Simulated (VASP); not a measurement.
## Rh: single point with LDA

Crystal: Rh.

```
CELL_PARAMETERS angstrom
0.07612 1.94105 1.94105
1.94105 0.07612 1.94105
1.94105 1.94105 0.07612
ATOMIC_POSITIONS crystal
Rh 0.00000 0.00000 0.00000
```

This cell differs from its parent crystal: equal xy, yz and zx shear strains of +4 %.

* Program: VASP 6.6.1
* Task: single point
* Functional: LDA
* Potentials or basis: VASP PAW LDA potentials, release 64 (Rh_pv)
* Cutoff: 520 eV
* k mesh: 18 × 18 × 18
* Occupations: fermi-dirac, width 0.05 eV
* Spin: no spin polarisation
* Dipole correction: no
* Further INCAR settings: ALGO = Normal; EDIFF = 1e-06; NBANDS = 14

```
Pressure : -9.4 GPa
```

Stress tensor (GPa, compression positive):
```
-9.41 -7.41 -7.41
-7.41 -9.41 -7.41
-7.41 -7.41 -9.41
```

Levels at points of the mesh, in eV from the Fermi level:
```tsv
k point	band 4	band 5	band 6	band 7	band 8	band 9	band 10	band 11
(0.00, 0.00, 0.00)	-8.01	-3.57	-2.92	-2.92	-0.91	-0.91	15.88	20.20
(0.50, 0.00, 0.00)	-6.16	-3.60	-2.76	0.36	0.86	0.92	8.91	15.32
(0.50, 0.50, 0.00)	-6.34	-5.97	0.49	0.98	1.08	3.23	12.26	12.50
(0.50, 0.50, 0.50)	-6.19	-3.10	-3.10	0.14	0.49	0.49	7.68	15.96
```

It took 120 s on 1 thread of Intel Xeon 8259CL, on a shared host, peak memory 0.2 GiB.

Caveat: the cell differs from its parent crystal (equal xy, yz and zx shear strains of +4 %).
